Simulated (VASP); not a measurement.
Input of a VASP 6.6.1 run:

INCAR

```
SYSTEM = Al
PREC = Accurate
ENCUT = 520
EDIFF = 1E-6
ISMEAR = -1
SIGMA = 0.08
LREAL = .FALSE.
LASPH = .TRUE.
NELM = 80
ALGO = Normal
ISIF = 2
LWAVE = .FALSE.
LCHARG = .TRUE.
GGA = PS
LELF = .TRUE.
LVHAR = .TRUE.
NBANDS = 8
```

The input KPOINTS:

```
regular mesh
0
G
  16 16 16
  0 0 0
```

POSCAR

```
Al
1.0
    1.9906386326      0.0000000000      0.0000000000
    0.0000000000      1.9906386326      0.0000000000
    0.0000000000      0.0000000000      1.9906386326
Al
1
Direct
    0.0000000000      0.0000000000      0.0000000000
```

Potentials or basis: VASP PAW PBE potentials, release 64 (Al).

The run is started by

```bash
$ cat potpaw_PBE.64/Al/POTCAR > POTCAR
$ mpirun -np 1 vasp_std > vasp.out
```

What does it give for the pressure?

328.4 GPa.

Caveat: the PAW data sets were made with another functional, which shifts forces and pressure a little.
